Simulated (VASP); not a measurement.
A run of VASP 6.6.1:

INCAR

```
  PREC = Accurate
  ENCUT = 520
  EDIFF = 1E-6
  ISMEAR = 0
  SIGMA = 0.02
  LREAL = F
  LASPH = T
  NELM = 60
  ALGO = Normal
  ISIF = 2
  LWAVE = F
  LCHARG = F
  GGA = PE
  NBANDS = 14
```

File KPOINTS:

```
Automatic mesh
0
Gamma
  8 8 8
```

Contents of POSCAR:

```
NaCl
1.0
    0.0000000000      2.8763711368      2.8763711368
    2.8763711368      0.0000000000      2.8763711368
    2.8763711368      2.8763711368      0.0000000000
Na Cl
1 1
Direct
    0.5000000000      0.5000000000      0.5000000000
    0.0000000000      0.0000000000      0.0000000000
```

Potentials or basis: VASP PAW PBE potentials, release 64 (Na_pv, Cl).

The run is started by

```bash
$ cat potpaw_PBE.64/Na_pv/POTCAR potpaw_PBE.64/Cl/POTCAR > POTCAR
$ mpirun -np 1 vasp_std > vasp.out
```

Hardware: 1 thread of Intel Xeon 8259CL, with other jobs on the host.

Estimate the wall time of this run.

Wall time 32 s on 1 thread of Intel Xeon 8259CL, on a shared host, peak memory 0.17 GiB. Counts: scf iterations 12, k points 29.
